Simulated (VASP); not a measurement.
Set up this calculation in VASP 6.6.1, as the native input.

* Task: single point
* Functional: PBE
* Potentials or basis: VASP PAW PBE potentials, release 64 (Zr_sv, Si, Ru_pv)
* Cutoff: 520 eV
* k mesh: 6 × 6 × 4
* Occupations: gaussian, width 0.1 eV
* Spin: no spin polarisation
* Dipole correction: no
* Further INCAR settings: ALGO = Normal; EDIFF = 1e-06; NBANDS = 30

The structure of ZrSi4Ru lies in POSCAR:

```
ZrSi4Ru
1.0
    4.0521457400      0.0000000000      0.0000000000
   -2.0260728700      3.5092611500      0.0000000000
    0.0000000000      0.0000000000      6.8853884300
Zr Si Ru
1 4 1
Direct
    0.0000000000      0.0000000000      0.5000000000
    0.3333333300      0.6666666700      0.5000000000
    0.6666666700      0.3333333300      0.5000000000
    0.0000000000      0.0000000000      0.2563467600
    0.0000000000      0.0000000000      0.7436532400
    0.0000000000      0.0000000000      0.0000000000
```

The input as run:

INCAR

```
  ALGO = Normal
  EDIFF = 1E-6
  ENCUT = 520
  GGA = PE
  ISIF = 2
  ISMEAR = 0
  LASPH = True
  LCHARG = False
  LREAL = False
  LWAVE = False
  NBANDS = 30
  NELM = 80
  PREC = Accurate
  SIGMA = 0.1
```

KPOINTS

```
k-points
0
Gamma
  6 6 4
```

Potentials or basis: VASP PAW PBE potentials, release 64 (Zr_sv, Si, Ru_pv).

Run with:

```bash
$ cat potpaw_PBE.64/Zr_sv/POTCAR potpaw_PBE.64/Si/POTCAR potpaw_PBE.64/Ru_pv/POTCAR > POTCAR
$ mpirun -np 1 vasp_std > vasp.out
```

It gave:

* Pressure: 109.3 GPa
* Largest force: 13.909 eV/Å
* Band gap on the k mesh: zero (band 21 reaches 8.59 eV, above the bottom of band 22 at 8.37 eV)

Caveat: forces of over 1 eV/Å act on the atoms, so gaps and moduli don't describe the material at rest.

Wall time 2.6 min on 1 thread of Intel Xeon 8259CL, with other jobs on the host, peak memory 0.24 GiB.
